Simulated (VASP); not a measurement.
**H4CSO2: single point with PBEsol**

H4CSO2:

```
CELL_PARAMETERS angstrom
6.65843 0.00000 0.00000
0.00000 6.65843 0.00000
0.00000 0.00000 6.65843
ATOMIC_POSITIONS crystal
S 0.61028 0.90158 0.56839
S 0.24148 0.76910 0.89144
S 0.35044 0.48614 0.37995
H 0.49632 0.83846 0.74187
H 0.76936 0.97461 0.66690
H 0.17258 0.90814 0.03445
H 0.11702 0.85266 0.73908
H 0.16038 0.54349 0.30126
H 0.39566 0.40956 0.19743
H 0.92126 0.17459 0.60807
H 0.24561 0.02735 0.34574
H 0.57927 0.69805 0.27984
H 0.91723 0.74593 0.03246
H 0.65033 0.19676 0.09859
H 0.45051 0.34260 0.76447
O 0.05850 0.10528 0.57918
O 0.96193 0.12303 0.25560
O 0.65002 0.75491 0.15800
O 0.91792 0.62105 0.31584
O 0.53585 0.23500 0.01698
O 0.75447 0.30202 0.78120
C 0.08482 0.07979 0.37992
C 0.83864 0.70533 0.17195
C 0.58221 0.29803 0.83601
```

```yaml
Program: VASP 6.6.1
Task: single point
Functional: PBEsol
Potentials_or_basis: VASP PAW PBE potentials, release 64 (S, H, O, C)
Cutoff: 520 eV
k_mesh: 1 × 1 × 1
Occupations: fermi-dirac, width 0.02 eV
Spin: no spin polarisation
```

| Property | Result |
| --- | --- |
| Pressure | 2.2 GPa |
| Largest force | 2.626 eV/Å |

Forces in eV/Å, atoms in the order of the input:
```
S   -0.938 -0.428  0.521
S   -1.131  0.732  0.067
S   -0.699  0.295 -0.151
H    0.582  0.544 -0.710
H    0.007 -0.148  0.365
H    0.473 -0.523 -0.844
H    0.822 -0.338  0.904
H    0.337  0.027  0.636
H    0.217 -0.228 -0.012
H    1.207 -0.178 -0.181
H   -0.818  0.010  0.357
H   -0.408  0.128  0.047
H    0.305 -0.007 -0.140
H    1.003 -0.309  0.212
H   -1.856  0.775 -1.688
O   -0.884  0.313 -0.247
O   -1.016 -0.038 -1.345
O   -0.605 -0.247  0.041
O   -0.138  0.153 -0.424
O   -1.611 -0.292  1.044
O    1.464  0.326 -1.146
C    1.569  0.402  1.350
C    0.549 -0.299 -0.091
C    1.570 -0.670  1.438
```

Stress tensor (GPa, compression positive):
```
 3.40  1.12 -0.62
 1.12  0.84 -0.56
-0.62 -0.56  2.25
```

Levels at points of the mesh, in eV from the Fermi level:
```
           k point  band 36  band 37  band 38  band 39  band 40  band 41  band 42  band 43
(0.00, 0.00, 0.00)    -1.66    -1.15    -1.04    -0.54     3.11     3.44     3.69     4.12
```

It took 66 s on 1 thread of Intel Xeon 8259CL, on a shared host, peak memory 0.33 GiB.

Caveat: the k points lie up to 0.94 Å⁻¹ apart; the PAW data sets were made with another functional, which shifts forces and pressure a little.
